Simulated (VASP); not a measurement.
A run of VASP 6.6.1:

File INCAR:

```
SYSTEM = ZnSe
ALGO = Normal
EDIFF = 1E-6
EDIFFG = -0.01
ENCUT = 600
GGA = PE
IBRION = 2
ISIF = 3
ISMEAR = 0
IVDW = 13
LASPH = .TRUE.
LCHARG = .FALSE.
LREAL = .FALSE.
LWAVE = .FALSE.
NELM = 100
NSW = 80
PREC = Accurate
SIGMA = 0.01
```

Contents of KPOINTS:

```
k-points
0
G
  7 7 7
  0 0 0
```

Contents of POSCAR:

```
ZnSe
1.0
    0.0000000000      2.8338000000      2.8338000000
    2.8338000000      0.0000000000      2.8338000000
    2.8338000000      2.8338000000      0.0000000000
Zn Se
1 1
Direct
    0.0000000000      0.0000000000      0.0000000000
    0.2500000000      0.2500000000      0.2500000000
```

Potentials or basis: VASP PAW PBE potentials, release 64 (Zn, Se).

Command:

```console
$ cat potpaw_PBE.64/Zn/POTCAR potpaw_PBE.64/Se/POTCAR > POTCAR
$ mpirun -np 1 vasp_std > vasp.out
```

Hardware: 1 thread of Intel(R) Xeon(R) 6975P-C (Granite Rapids), on a shared host.

**Question.** How long does it take, and how much memory?

**Answer.** It took 12 s on 1 thread of Intel(R) Xeon(R) 6975P-C (Granite Rapids), with other jobs on the host, peak memory 0.18 GiB. Counts: scf iterations 13, k points 20, ion steps 1.
